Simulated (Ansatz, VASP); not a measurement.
NbTe2 in VASP and in Ansatz

File INCAR:

```
SYSTEM = NbTe2
ALGO = Normal
EDIFF = 1E-6
ENCUT = 520
ISIF = 2
ISMEAR = -1
LASPH = .TRUE.
LCHARG = .FALSE.
LREAL = .FALSE.
LWAVE = .FALSE.
NBANDS = 20
NELM = 80
PREC = Accurate
SIGMA = 0.1
```

File KPOINTS:

```
k-points
0
G
  9 9 4
  0 0 0
```

The input POSCAR:

```
NbTe2
1.0
    3.7204640800      0.0000000000      0.0000000000
   -1.8602320400      3.2220164100      0.0000000000
    0.0000000000      0.0000000000      7.1482664700
Nb Te
1 2
Direct
    0.0000000000      0.0000000000      0.0000000000
    0.6666666667      0.3333333333      0.7456322300
    0.3333333333      0.6666666667      0.2543677700
```

Input for Ansatz:

```yaml
crystal:
  lattice:
    - [3.72046408, 0.0, 0.0]
    - [-1.86023204, 3.22201641, 0.0]
    - [0.0, 0.0, 7.14826647]
  atoms:
    - { symbol: Nb, position: [0.0, 0.0, 0.0] }
    - { symbol: Te, position: [0.6666666666666666, 0.3333333333333333, 0.74563223] }
    - { symbol: Te, position: [0.3333333333333333, 0.6666666666666666, 0.25436777] }
kpoints:
  mp_grid:
    grid: [9, 9, 4]
hamiltonian:
  xc: lda
  pseudopotentials:
    kind: paw
scf:
  occupations:
    method: fermi_dirac
    width: 0.1
output:
  forces: true
  stress: true
  eigenvalues: true
```

Alike in both runs: task single point; functional LDA; k mesh 9 × 9 × 4; occupations fermi-dirac, width 0.1 eV; no spin polarisation.

|  | VASP | Ansatz |
| --- | --- | --- |
| version | VASP 6.6.1 | Ansatz 0.2.0 |
| potentials or method | VASP PAW LDA potentials, release 64 (Nb_sv, Te) | plane waves, PAW |
| plane-wave cutoff (eV) | 520 | 420 |
| valence electrons in the cell | 25 | 45 |

```tsv
	VASP	Ansatz	Ansatz less VASP
gap on the k mesh at the Fermi level (eV)	none	none	-
pressure (GPa)	-5.0	-5.0	-0.03
traceless stress, the component that is largest in VASP (GPa)	0.70	0.66	-0.039
rms of the force components (eV/Å)	0.141	0.151	+0.0100
```

LDA's correlation is that of Perdew and Zunger in VASP and of Perdew and Wang (1992) in Ansatz. Atom by atom the forces differ by 0.010 eV/Å (rms over components). A gap of «none» marks a metal or a gap that the smearing closes. VASP's potentials hold 25 valence electrons a cell and Ansatz's 45, so a difference there can come from the potentials and not from the codes.

Neither program's run includes spin-orbit coupling.
